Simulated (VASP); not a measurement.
Input of a VASP 6.6.1 run:

POSCAR

```
AgCl
1.0
    2.7726427127      2.7726427127      0.0000000000
   -2.7726427127      2.7726427127      0.0000000000
    0.0000000000      2.7726427127      2.7726427127
Ag Cl
1 1
Direct
    0.0000000000      0.0000000000      0.0000000000
    0.5000000000      0.5000000000      0.0000000000
```

File INCAR.step1:

```
SYSTEM = AgCl
  PREC = Accurate
  ENCUT = 520
  ISMEAR = 0
  SIGMA = 0.01
  LREAL = .False.
  LASPH = .True.
  NELM = 100
  NBANDS = 16
  GGA = PE
  ALGO = Normal
  EDIFF = 1E-4
  LWAVE = .True.
  LCHARG = .False.
```

File INCAR.step2:

```
SYSTEM = AgCl
  PREC = Accurate
  ENCUT = 520
  EDIFF = 1E-6
  ISMEAR = 0
  SIGMA = 0.01
  LREAL = .False.
  LASPH = .True.
  NELM = 100
  ALGO = Normal
  ISIF = 2
  LWAVE = .False.
  LCHARG = .True.
  METAGGA = R2SCAN
  LMIXTAU = .True.
  LELF = .True.
  LVHAR = .True.
  NBANDS = 16
  ISTART = 1
```

Contents of KPOINTS:

```
regular mesh
0
Gamma
  8 8 8
  0 0 0
```

Potentials or basis: VASP PAW PBE potentials, release 64 (Ag, Cl).

Run with:

```console
$ cat potpaw_PBE.64/Ag/POTCAR potpaw_PBE.64/Cl/POTCAR > POTCAR
$ cp INCAR.step1 INCAR
$ mpirun -np 1 vasp_std > vasp.out
$ cp INCAR.step2 INCAR
$ mpirun -np 1 vasp_std > vasp.out
```

Predict the pressure.

-0.1 GPa.

What does it give for the band gap on the k mesh?

1.42 eV (least direct gap 3.70 eV).

Caveat: the PAW data sets were made with another functional, which shifts forces and pressure a little. A k mesh can miss the band edges.
